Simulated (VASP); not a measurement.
Input of a VASP 6.6.1 run:

File INCAR:

```
SYSTEM = Cr
AGGAC = 1.0 ; AGGAX = 1.0
ALDAC = 0.0 ; ALDAX = 1.0
ALGO = Normal ; EDIFF = 1E-6
ENCUT = 500 ; GGA = B5
GGA_COMPAT = .FALSE. ; ISIF = 2
ISMEAR = -1 ; LASPH = .TRUE.
LCHARG = .FALSE. ; LREAL = .FALSE.
LWAVE = .FALSE. ; NBANDS = 12
NELM = 120 ; PREC = Accurate
SIGMA = 0.1
```

KPOINTS

```
k-points
0
G
  17 17 17
  0 0 0
```

File POSCAR:

```
Cr
1.0
    0.0000000000      1.8790193203      1.8790193203
    1.8790193203      0.0000000000      1.8790193203
    1.8790193203      1.8790193203      0.0000000000
Cr
1
Direct
    0.0000000000      0.0000000000      0.0000000000
```

Potentials or basis: VASP PAW PBE potentials, release 64 (Cr_pv).

Run with:

```console
$ cat potpaw_PBE.64/Cr_pv/POTCAR > POTCAR
$ mpirun -np 1 vasp_std > vasp.out
```

**Question.** What does it give for the pressure?

**Answer.** -14.2 GPa.

**Question.** Predict the band gap on the k mesh.

**Answer.** Zero (bands 6 and 7 overlap by 2.52 eV).

Caveat: the cell stands under tension; an empty level that is flat over the whole mesh can mark a ghost state of the potentials, or a narrow d or f band; the PAW data sets were made with another functional, which shifts forces and pressure a little; the run has no spin polarisation, though such a crystal can be magnetic. Spin polarisation is off, so any magnetic state and its effect on volume and gap are missing.
